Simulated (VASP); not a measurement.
**TiAl: single point with PBEsol**

Crystal: TiAl.

```
Ti Al
1.0
     2.72197    0.00000    0.00000
     0.00000    2.72197    0.00000
     0.00000    0.00000    4.13113
Ti Al
1 1
Direct
  0.00000 0.00000 0.00000
  0.50000 0.50000 0.50000
```

```json
{
 "Program": "VASP 6.6.1",
 "Task": "single point",
 "Functional": "PBEsol",
 "Potentials or basis": "VASP PAW PBE potentials, release 64 (Ti_sv, Al)",
 "Cutoff": "500 eV",
 "k mesh": "16 × 16 × 16",
 "Occupations": "gaussian, width 0.15 eV",
 "Spin": "no spin polarisation",
 "Dipole correction": "no",
 "Further INCAR settings": "ALGO = Normal; EDIFF = 1e-06; NBANDS = 14"
}
```

| Item | Value |
| --- | --- |
| Pressure | 3.9 GPa |
| Band gap on the k mesh | zero (an odd number of electrons rules out a gap without spin polarisation) |

Stress tensor (GPa, compression positive):
```
5.51 0.00 0.00
0.00 5.51 0.00
0.00 0.00 0.68
```

Levels at points of the mesh, in eV from the Fermi level:
```
           k point  band 5  band 6  band 7  band 8  band 9  band 10  band 11  band 12
(0.00, 0.00, 0.00)   -9.35   -2.13   -0.93   -0.82    2.44     2.44     3.71     6.01
(0.50, 0.00, 0.00)   -4.66   -4.42   -2.01   -0.31    1.96     2.85     4.74     4.84
(0.50, 0.50, 0.00)   -3.24   -0.34   -0.32   -0.32   -0.22    -0.22     4.79     5.47
(0.00, 0.00, 0.50)   -7.97   -5.47   -0.80    0.32    2.16     2.16     3.72     8.31
(0.50, 0.00, 0.50)   -5.02   -3.15   -1.22   -0.98    1.22     1.99     2.67     3.80
(0.50, 0.50, 0.50)   -2.71   -2.24   -2.24    2.22    2.35     2.69     4.62     4.62
```

Wall time 2.9 min on 1 thread of Intel Xeon 8259CL (shared host), peak memory 0.28 GiB.

Caveat: the cell stands under pressure; the PAW data sets were made with another functional, which shifts forces and pressure a little.
